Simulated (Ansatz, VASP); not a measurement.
# One calculation of AgBr, two programs

```
Ag Br
1.0
     0.00000    2.89276    2.89276
     2.89276    0.00000    2.89276
     2.89276    2.89276    0.00000
Ag Br
1 1
Direct
  0.00000 0.00000 0.00000
  0.50000 0.50000 0.50000
```

Alike in both runs: task single point; functional r2SCAN; k mesh 6 × 6 × 6; no spin polarisation.

|  | VASP | Ansatz |
| --- | --- | --- |
| version | VASP 6.6.1 | Ansatz 0.2.0 |
| potentials or method | VASP PAW PBE potentials, release 64 (Ag, Br) | plane waves, PAW |
| plane-wave cutoff (eV) | 550 | 500 |
| occupations | gaussian, width 0.01 eV | fixed |
| valence electrons in the cell | 18 | 26 |

VASP gave:

```
gap on the k mesh at the Fermi level (eV) : 1.25
pressure (GPa)                            : -0.1
```

**Question.** Estimate Ansatz's values.

**Answer.** gap on the k mesh at the Fermi level (eV): 1.29; pressure (GPa): 0.0.

VASP's potentials were made for PBE, not for r2SCAN. VASP's potentials hold 18 valence electrons a cell and Ansatz's 26, so a difference there can come from the potentials and not from the codes.
